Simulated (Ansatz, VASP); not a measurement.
**BaTiO3 in VASP and in Ansatz**

```
Ba Ti O
1.0
     3.97387    0.04914   -0.03764
     0.04914    4.20952   -0.00946
    -0.03781   -0.00951    3.99342
Ba Ti O
1 1 3
Direct
  0.00850 0.99706 0.02816
  0.52621 0.50322 0.46689
  0.46483 0.53152 0.01425
  0.45596 0.98389 0.49346
  0.00508 0.48115 0.52750
```

Alike in both runs: task single point; functional PBE; k mesh 4 × 4 × 4; no spin polarisation.

|  | VASP | Ansatz |
| --- | --- | --- |
| version | VASP 6.6.1 | Ansatz 0.2.0 |
| potentials or method | VASP PAW PBE potentials, release 64 (Ba_sv, Ti_sv, O), cutoff 520 eV | plane waves, PAW |
| occupations | gaussian, width 0.01 eV | fixed |
| valence electrons in the cell | 40 | 40 |

Ansatz gave:

```
pressure (GPa)                                                : -0.2
traceless stress, the component that is largest in VASP (GPa) : -5.41
rms of the force components (eV/Å)                            : 0.764
```

**Question.** What did VASP give for the same quantities?

**Answer.** Pressure (GPa): 1.5; traceless stress, the component that is largest in VASP (GPa): -5.78; rms of the force components (eV/Å): 0.797.

Atom by atom the forces differ by 0.068 eV/Å (rms over components). Ansatz's warnings: stress scf threshold loose.

Neither program's run includes spin-orbit coupling.
